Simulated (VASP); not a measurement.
Wanted: the native input for a VASP 6.6.1 run.

```
Task                   : single point
Functional             : PBE
Potentials or basis    : VASP PAW PBE potentials, release 64 (Pt)
Cutoff                 : 500 eV
k mesh                 : 6 × 6 × 6
Occupations            : gaussian, width 0.1 eV
Spin                   : no spin polarisation
Dipole correction      : no
Further INCAR settings : ALGO = Normal; EDIFF = 1e-06; NBANDS = 17
```

The structure of Pt lies in POSCAR:

```
Pt
1.0
    1.7265116134      0.9968019447      3.2016087902
   -1.7265116134      0.9968019447      3.2016087902
    0.0000000000     -1.9936038895      3.2016087902
Pt
2
Direct
    0.2275400000      0.2275400000      0.2275400000
    0.7724600000      0.7724600000      0.7724600000
```

The input as run:

INCAR

```
SYSTEM = Pt
PREC = Accurate
ENCUT = 500
EDIFF = 1E-6
ISMEAR = 0
SIGMA = 0.1
LREAL = .FALSE.
LASPH = .TRUE.
NELM = 120
ALGO = Normal
ISIF = 2
LWAVE = .FALSE.
LCHARG = .FALSE.
GGA = PE
NBANDS = 17
GGA_COMPAT = .FALSE.
```

KPOINTS

```
regular mesh
0
G
  6 6 6
  0 0 0
```

Potentials or basis: VASP PAW PBE potentials, release 64 (Pt).

Run with:

```bash
$ cat potpaw_PBE.64/Pt/POTCAR > POTCAR
$ mpirun -np 1 vasp_std > vasp.out
```

It gave:

| Item | Value |
| --- | --- |
| Pressure | 44.5 GPa |
| Largest force | 6.569 eV/Å |
| Band gap on the k mesh | zero (band 10 reaches 11.66 eV, above the bottom of band 11 at 8.98 eV) |

Caveat: the k points lie up to 0.37 Å⁻¹ apart; spin-orbit coupling is left out, which moves the levels of the heavy elements; forces of over 1 eV/Å act on the atoms, so gaps and moduli don't describe the material at rest.

Run time: 8.5 s on 1 thread of Intel(R) Xeon(R) 6975P-C (Granite Rapids), on a shared host, peak memory 0.16 GiB.
